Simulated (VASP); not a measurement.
Write the native input for VASP 6.6.1 that does the following.

```yaml
Task: single point
Functional: PBE
Potentials_or_basis: VASP PAW PBE potentials, release 64 (Cd, Se)
Cutoff: 520 eV
k_mesh: 6 × 6 × 6
Occupations: gaussian, width 0.1 eV
Spin: no spin polarisation
Dipole_correction: no
Further_INCAR_settings: ALGO = Normal; EDIFF = 1e-06; NBANDS = 16
```

The structure of CdSe lies in POSCAR:

```
CdSe
1.0
    0.0000000000      2.8739581100      2.8739581100
    2.8739581100      0.0000000000      2.8739581100
    2.8739581100      2.8739581100      0.0000000000
Cd Se
1 1
Direct
    0.0000000000      0.0000000000      0.0000000000
    0.5000000000      0.5000000000      0.5000000000
```

These files were run (other wordings do the same):

INCAR

```
SYSTEM = CdSe
PREC     = Accurate       ! precision mode
ENCUT    = 520            ! plane-wave cutoff, eV
EDIFF    = 1E-6           ! SCF threshold, eV
ISMEAR   = 0              ! smearing method
SIGMA    = 0.1            ! smearing width, eV
LREAL    = .FALSE.        ! projectors in reciprocal space
LASPH    = .TRUE.         ! aspherical terms in the spheres
NELM     = 80             ! most SCF steps
ALGO     = Normal         ! electronic algorithm
ISIF     = 2              ! what is computed and relaxed
LWAVE    = .FALSE.        ! write WAVECAR
LCHARG   = .TRUE.         ! write CHGCAR
GGA      = PE             ! functional
LELF     = .TRUE.         ! ELF
LVHAR    = .TRUE.       
NBANDS   = 16             ! bands
```

KPOINTS

```
regular mesh
0
G
  6 6 6
  0 0 0
```

Potentials or basis: VASP PAW PBE potentials, release 64 (Cd, Se).

Launch:

```bash
$ cat potpaw_PBE.64/Cd/POTCAR potpaw_PBE.64/Se/POTCAR > POTCAR
$ mpirun -np 1 vasp_std > vasp.out
```

Results of the run:

- Pressure: 0.0 GPa
- Band gap on the k mesh: zero (bands 9 and 10 overlap by 0.41 eV)

Caveat: semilocal functionals underestimate gaps, so a narrow gap can read as zero.

Run time: 8.9 s on 1 thread of Intel(R) Xeon(R) Platinum 8488C (Sapphire Rapids) (shared host), peak memory 0.16 GiB.
